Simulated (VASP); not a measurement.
# TiN in VASP: notebook

TiN is run at these levels: LDA; tasks: single point.

Everything below comes from runs of VASP 6.6.1. Logs are shortened: lines on timing, memory, paths and dates and some standing lists are left out, and cuts for length are marked.

### Step 1. The cell of the first run

The cell holds a slab with vacuum, 6 atoms: a = 2.950 Å, b = 2.950 Å, c = 13.296 Å, α = 90.00°, β = 90.00°, γ = 90.00°.

### Step 2. Single point, LDA

Contents of INCAR:

```
SYSTEM = TiN
PREC = Accurate
ENCUT = 520
EDIFF = 1E-6
ISMEAR = -1
SIGMA = 0.1
LREAL = .False.
LASPH = .True.
NELM = 60
ALGO = Normal
ISIF = 2
LWAVE = .False.
LCHARG = .False.
LDIPOL = .True.
IDIPOL = 3
DIPOL = 0.5 0.5 0.500
GGA = CA
NBANDS = 34
```

Contents of KPOINTS:

```
Automatic mesh
0
Gamma
  14 14 1
  0 0 0
```

Contents of POSCAR:

```
TiN
1.0
    2.9500527470      0.0000000000      0.0000000000
    0.0000000000      2.9500527470      0.0000000000
    0.0000000000      0.0000000000     13.2957000000
Ti N
3 3
Direct
    0.2500000000      0.2500000000      0.3525329438
    0.7500000000      0.7500000000      0.5000000161
    0.2500000000      0.2500000000      0.6474670291
    0.7500000000      0.7500000000      0.3384540661
    0.2500000000      0.2500000000      0.4999999897
    0.7500000000      0.7500000000      0.6615459339
```

Potentials or basis: VASP PAW LDA potentials, release 64 (Ti_sv, N).

Started as:

```console
> cat potpaw_LDA.64/Ti_sv/POTCAR potpaw_LDA.64/N/POTCAR > POTCAR
> mpirun -np 1 vasp_std > vasp.out
```

OUTCAR:

```text
SYSTEM = TiN
   PREC = Accurate
   ENCUT = 520
   EDIFF = 1E-6
   ISMEAR = -1
   LREAL = .False.
   LASPH = .True.
   NELM = 60
   ISIF = 2
   GGA = CA

 ion  position               nearest neighbor table
   1  0.250  0.250  0.353-   5 1.96   4 2.09   4 2.09   4 2.09   4 2.09   2 2.86   2 2.86   2 2.86
                             2 2.86
   2  0.750  0.750  0.500-   5 2.09   5 2.09   5 2.09   5 2.09   6 2.15   4 2.15   3 2.86   3 2.86
                             3 2.86   3 2.86   1 2.86   1 2.86   1 2.86   1 2.86
   3  0.250  0.250  0.647-   5 1.96   6 2.09   6 2.09   6 2.09   6 2.09   2 2.86   2 2.86   2 2.86
                             2 2.86
   4  0.750  0.750  0.338-   1 2.09   1 2.09   1 2.09   1 2.09   2 2.15
   5  0.250  0.250  0.500-   3 1.96   1 1.96   2 2.09   2 2.09   2 2.09   2 2.09
   6  0.750  0.750  0.662-   3 2.09   3 2.09   3 2.09   3 2.09   2 2.15

  LATTYP: Found a simple tetragonal cell.
 ALAT       =     2.9500527470
 C/A-ratio  =     4.5069363636

  Lattice vectors:

 A1 = (   2.9500527470,   0.0000000000,   0.0000000000)
 A2 = (   0.0000000000,   2.9500527470,   0.0000000000)
 A3 = (   0.0000000000,   0.0000000000,  13.2957000000)

Analysis of symmetry for initial positions (statically):
=====================================================================
 Subroutine PRICEL returns:
 Original cell was already a primitive cell.

 Routine SETGRP: Setting up the symmetry group for a
 simple tetragonal supercell.

 Subroutine GETGRP returns: Found 16 space group operations
 (whereof  4 operations were pure point group operations)
 out of a pool of 16 trial point group operations.

The static configuration has the point symmetry C_2v.
 The point group associated with its full space group is D_4h.

Analysis of symmetry for dynamics (positions and initial velocities):
=====================================================================
 Subroutine PRICEL returns:
 Original cell was already a primitive cell.

 Routine SETGRP: Setting up the symmetry group for a
 simple tetragonal supercell.

 Subroutine GETGRP returns: Found 16 space group operations
 (whereof  4 operations were pure point group operations)
 out of a pool of 16 trial point group operations.

The dynamic configuration has the point symmetry C_2v.
 The point group associated with its full space group is D_4h.

 Subroutine INISYM returns: Found 16 space group operations
 (whereof  4 operations are pure point group operations),
 and found     1 'primitive' translations

----------------------------------------------------------------------------------------

                                     Primitive cell

  volume of cell :     115.7100

  direct lattice vectors                    reciprocal lattice vectors
     2.950052747  0.000000000  0.000000000     0.338976990  0.000000000  0.000000000
     0.000000000  2.950052747  0.000000000     0.000000000  0.338976990  0.000000000
     0.000000000  0.000000000 13.295700000     0.000000000  0.000000000  0.075212287

  length of vectors
     2.950052747  2.950052747 13.295700000     0.338976990  0.338976990  0.075212287

  position of ions in fractional coordinates (direct lattice)
     0.250000000  0.250000000  0.352532944
     0.750000000  0.750000000  0.500000016
     0.250000000  0.250000000  0.647467029
     0.750000000  0.750000000  0.338454066
     0.250000000  0.250000000  0.499999990
     0.750000000  0.750000000  0.661545934

  ion indices of the primitive-cell ions
   primitive index   ion index
                 1           1
                 2           2
                 3           3
                 4           4
                 5           5
                 6           6

----------------------------------------------------------------------------------------

 KPOINTS: Automatic mesh

Automatic generation of k-mesh.
 Grid dimensions read from file:
 generate k-points for:   14   14    1

 Generating k-lattice:

  Cartesian coordinates                     Fractional coordinates (reciprocal lattice)
     0.024212642  0.000000000  0.000000000     0.071428571  0.000000000  0.000000000
     0.000000000  0.024212642  0.000000000     0.000000000  0.071428571  0.000000000
     0.000000000  0.000000000  0.075212287     0.000000000  0.000000000  1.000000000

  Length of vectors
     0.024212642  0.024212642  0.075212287

  Shift w.r.t. Gamma in fractional coordinates (k-lattice)
     0.000000000  0.000000000  0.000000000

 Subroutine IBZKPT returns following result:
 ===========================================

 Found     36 irreducible k-points:

 Following reciprocal coordinates:
            Coordinates               Weight
  0.000000  0.000000  0.000000      1.000000
  0.071429  0.000000  0.000000      4.000000
  0.142857  0.000000  0.000000      4.000000
  0.214286  0.000000  0.000000      4.000000
  0.285714  0.000000  0.000000      4.000000
  0.357143  0.000000  0.000000      4.000000
[... 16 lines left out ...]
  0.285714  0.214286  0.000000      8.000000
  0.357143  0.214286  0.000000      8.000000
 [... further k-points ...]
   k-points           NKPTS =     36   k-points in BZ     NKDIM =     36   number of bands    NBANDS=     34
   number of dos      NEDOS =    301   number of ions     NIONS =      6
   total plane-waves  NPLWV =  57600
   dimension x,y,z NGX =    24 NGY =   24 NGZ =  100
   dimension x,y,z NGXF=    48 NGYF=   48 NGZF=  200
   ions per type =               3   3
   NGX,Y,Z   is equivalent  to a cutoff of  13.52, 13.52, 12.50 a.u.
   NGXF,Y,Z  is equivalent  to a cutoff of  27.05, 27.05, 25.01 a.u.
 SYSTEM =  TiN
   PREC   = accura    normal or accurate (medium, high low for compatibility)
   ISTART =      0    job   : 0-new  1-cont  2-samecut
   ICHARG =      2    charge: 1-file 2-atom 10-const
   ISPIN  =      1    spin polarized calculation?
   LNONCOLLINEAR =      F non collinear calculations
   LSORBIT =      F    spin-orbit coupling
   LASPH  =      T    aspherical Exc in radial PAW
   ENCUT  =  520.0 eV  38.22 Ry    6.18 a.u.   5.49  5.49 24.72*2*pi/ulx,y,z
   NELM   =     60;   NELMIN=  2; NELMDL= -5     # of ELM steps
   EDIFF  = 0.1E-05   stopping-criterion for ELM
   LREAL  =      F    real-space projection
   EDIFFG = 0.1E-04   stopping-criterion for IOM
   NSW    =      0    number of steps for IOM
   IBRION =     -1    ionic relax: 0-MD 1-quasi-New 2-CG
   NFREE  =      0    steps in history (QN), initial steepest desc. (CG)
   ISIF   =      2    stress and relaxation
   ISYM   =      2    0-nonsym 1-usesym 2-fastsym
   POTIM  = 0.5000    time-step for ionic-motion
   TEBEG  =    0.0;   TEEND  =   0.0 temperature during run
   PSTRESS=    0.0 pullay stress
   NELECT =      51.0000    total number of electrons
   NUPDOWN=      -1.0000    fix difference up-down
   EMIN   =  10.00;   EMAX   =-10.00  energy-range for DOS
   EFERMI =   0.00;   METHOD = LEGACY
   ISMEAR =    -1;   SIGMA  =   0.10  broadening in eV -4-tet -1-fermi 0-gaus
   EFERMI_NEDOS =   21; number of points for ismear=-14 and -15
   IALGO  =     38    algorithm
   IMIX   =      4    mixing-type and parameters
     AMIX     =   0.40;   BMIX     =  1.00
     AMIX_MAG =   1.60;   BMIX_MAG =  1.00
  volume/ion in A,a.u.               =      19.28       130.14
  Fermi-wavevector in a.u.,A,eV,Ry     =   1.245875  2.354363 21.119040  1.552206
  Thomas-Fermi vector in A             =   2.380078
   LORBIT       =      0    0 simple, 1 ext, 2 COOP (PROOUT), +10 PAW based schemes
   GGA     = CA    functional components
   LHFCALC =     F    Hartree Fock is set to
   AEXX    =    0.0000 exact exchange contribution
   IVDW    =     0    specifies the selected vdW correction
   LEPSILON=     F    determine dielectric tensor
   LRPA    =     F    only Hartree local field effects (RPA)
 non-spin polarized calculation
  energy-cutoff  :      520.00
  volume of cell :      115.71
 maximum number of plane-waves:      3169
 NGX is ok and might be reduce to    24
   NGX = 11   NGY = 11   NGZ = 49

 number of electron      51.0000000 magnetization

 dipolmoment           0.000000      0.000000      0.000002 electrons x Angstroem

 Free energy of the ion-electron system (eV)
  ---------------------------------------------------
  ext. energy  EPLUGINS =         0.00000000
  ---------------------------------------------------
  free energy    TOTEN  =       -63.23431575 eV

  energy without entropy =      -63.15535482  energy(sigma->0) =      -63.19483528

 E-fermi :   3.8613     XC(G=0):  -7.6716

 val. band max:        3.8493584879   @ k =   0.1429   0.0000   0.0000
 cond. band min:       3.8729833622   @ k =   0.1429   0.0000   0.0000
 fundamental gap:      0.0236248743
 Fermi energy:         3.8613404191

 k-point     1 :       0.0000    0.0000    0.0000
  band No.  band energies     occupation
      1     -53.1608      2.00000
      2     -53.1340      2.00000
      3     -52.8666      2.00000
      4     -30.0847      2.00000
      5     -29.9837      2.00000
      6     -29.6769      2.00000
[... 26 lines left out ...]
     33       5.7099      0.00000
     34       5.8539      0.00000

 k-point     2 :       0.0714    0.0000    0.0000
  band No.  band energies     occupation
      1     -53.1575      2.00000
      2     -53.1319      2.00000
      3     -52.8655      2.00000
      4     -30.0791      2.00000
      5     -29.9949      2.00000
      6     -29.6890      2.00000
[... 26 lines left out ...]
     33       5.8625      0.00000
     34       5.9797      0.00000

 k-point     3 :       0.1429    0.0000    0.0000
  band No.  band energies     occupation
      1     -53.1484      2.00000
      2     -53.1261      2.00000
      3     -52.8628      2.00000
      4     -30.0639      2.00000
      5     -30.0291      2.00000
      6     -29.7236      2.00000
[... 26 lines left out ...]
     33       6.0888      0.00000
     34       6.4626      0.00000

 k-point     4 :       0.2143    0.0000    0.0000
  band No.  band energies     occupation
      1     -53.1350      2.00000
      2     -53.1177      2.00000
      3     -52.8589      2.00000
      4     -30.0848      2.00000
      5     -30.0443      2.00000
      6     -29.8050      2.00000
[... 26 lines left out ...]
     33       6.2587      0.00000
     34       6.6677      0.00000

 k-point     5 :       0.2857    0.0000    0.0000
  band No.  band energies     occupation
      1     -53.1199      2.00000
      2     -53.1083      2.00000
      3     -52.8548      2.00000
      4     -30.1526      2.00000
      5     -30.0355      2.00000
      6     -29.8910      2.00000
[... 621 lines left out ...]
 k-point    22 :       0.2143    0.2143    0.0000
  band No.  band energies     occupation
      1     -53.1128      2.00000
      2     -53.1017      2.00000
      3     -52.8480      2.00000
      4     -30.0814      2.00000
      5     -30.0006      2.00000
      6     -29.8338      2.00000
[... 26 lines left out ...]
     33       5.9511      0.00000
     34       6.7249      0.00000

 k-point    23 :       0.2857    0.2143    0.0000
  band No.  band energies     occupation
      1     -53.0999      2.00000
      2     -53.0925      2.00000
      3     -52.8419      2.00000
      4     -30.1058      2.00000
      5     -29.9828      2.00000
      6     -29.8845      2.00000
[... 26 lines left out ...]
     33       6.1783      0.00000
     34       6.7129      0.00000

 k-point    24 :       0.3571    0.2143    0.0000
  band No.  band energies     occupation
      1     -53.0882      2.00000
      2     -53.0841      2.00000
      3     -52.8365      2.00000
      4     -30.1462      2.00000
      5     -29.9970      2.00000
      6     -29.9417      2.00000
[... 26 lines left out ...]
     33       6.3408      0.00000
     34       6.6490      0.00000

 [... further k-points ...]

------------------------ aborting loop because EDIFF is reached ----------------------------------------

 vacuum level on the upper side and lower side of the slab       (xc-potential included)        -0.528        -0.528

  FORCE on cell =-STRESS in cart. coord.  units (eV):
  Direction    XX          YY          ZZ          XY          YZ          ZX
  --------------------------------------------------------------------------------------
  -------------------------------------------------------------------------------------
  Total       -4.4354899     -4.4354899      0.3380881      0.0000000      0.0000000      0.0000000
  in kB      -61.4159826    -61.4159826      4.6813349      0.0000000      0.0000000      0.0000000
  external PRESSURE =     -39.3835434 kB  Pullay stress =       0.0000000 kB

 VOLUME and BASIS-vectors are now :
 -----------------------------------------------------------------------------
  energy-cutoff  :      520.00
  volume of cell :      115.71
      direct lattice vectors                 reciprocal lattice vectors
     2.950052747  0.000000000  0.000000000     0.338976990  0.000000000  0.000000000
     0.000000000  2.950052747  0.000000000     0.000000000  0.338976990  0.000000000
     0.000000000  0.000000000 13.295700000     0.000000000  0.000000000  0.075212287

 POSITION                                       TOTAL-FORCE (eV/Angst)
 -----------------------------------------------------------------------------------
      0.73751      0.73751      4.68717         0.000000      0.000000     -0.066285
      2.21254      2.21254      6.64785        -0.000000      0.000000      0.000000
      0.73751      0.73751      8.60853        -0.000000      0.000000      0.066285
      2.21254      2.21254      4.49998         0.000000     -0.000000     -0.028556
      0.73751      0.73751      6.64785        -0.000000     -0.000000      0.000000
      2.21254      2.21254      8.79572         0.000000     -0.000000      0.028556
 -----------------------------------------------------------------------------------
    total drift:                               -0.000000     -0.000000      0.000619

  FREE ENERGIE OF THE ION-ELECTRON SYSTEM (eV)
  ---------------------------------------------------
  free  energy   TOTEN  =       -63.2343157463 eV

  energy  without entropy=      -63.1553548184  energy(sigma->0) =      -63.19483528

 vacuum level on the upper side and lower side of the slab         6.536         6.536
```

Run time: 5 min. Hardware: 1 thread of Intel Xeon 8259CL, shared host; peak memory 0.26 GiB.

Results:

| Item | Value |
| --- | --- |
| Free energy | -63.2343 eV |
| Largest force | 0.066 eV/Å |
| Band gap on the k mesh | zero (an odd number of electrons rules out a gap without spin polarisation) |

Forces in eV/Å, atoms in the order of the input:
```
Ti   0.000  0.000 -0.066
Ti   0.000  0.000  0.000
Ti   0.000  0.000  0.066
N    0.000  0.000 -0.029
N    0.000  0.000  0.000
N    0.000  0.000  0.029
```

### Step 3. Single point, LDA

Contents of INCAR:

```
ALGO = Normal
DIPOL = 0.5 0.5 0.500
EDIFF = 1E-6
ENCUT = 520
GGA = CA
IDIPOL = 3
ISIF = 2
ISMEAR = -1
LASPH = True
LCHARG = False
LDIPOL = True
LREAL = False
LWAVE = False
NBANDS = 34
NELM = 100
PREC = Accurate
SIGMA = 0.1
```

Contents of KPOINTS:

```
k-points
0
Gamma
  14 14 1
```

POSCAR is that of step 2.

Potentials or basis: VASP PAW LDA potentials, release 64 (Ti_sv, N).

Started as:

```console
> cat potpaw_LDA.64/Ti_sv/POTCAR potpaw_LDA.64/N/POTCAR > POTCAR
> mpirun -np 1 vasp_std > vasp.out
```

It took 4.8 min on 1 thread of Intel Xeon 8259CL, shared host; peak memory 0.26 GiB.

Results (log left out):

- Free energy: -63.2343 eV
- Largest force: 0.066 eV/Å
- Band gap on the k mesh: zero (an odd number of electrons rules out a gap without spin polarisation)

Forces on the atoms (eV/Å):
```
Ti   0.000  0.000 -0.066
Ti   0.000  0.000  0.000
Ti   0.000  0.000  0.066
N    0.000  0.000 -0.029
N    0.000  0.000  0.000
N    0.000  0.000  0.029
```

Levels at points of the mesh, in eV from the Fermi level:
```csv
k point,band 23,band 24,band 25,band 26,band 27,band 28
"(0.00, 0.00, 0.00)",-2.26,-1.94,-1.94,-1.85,-0.76,-0.12
"(0.50, 0.00, 0.00)",-4.66,-4.41,0.88,1.14,1.35,1.64
"(0.50, 0.50, 0.00)",-3.50,-2.41,-2.41,-2.35,0.93,0.93
```

(Continued in part 2 of 2.)

The gap in the log of VASP goes by the Fermi energy; the results here count the filled bands.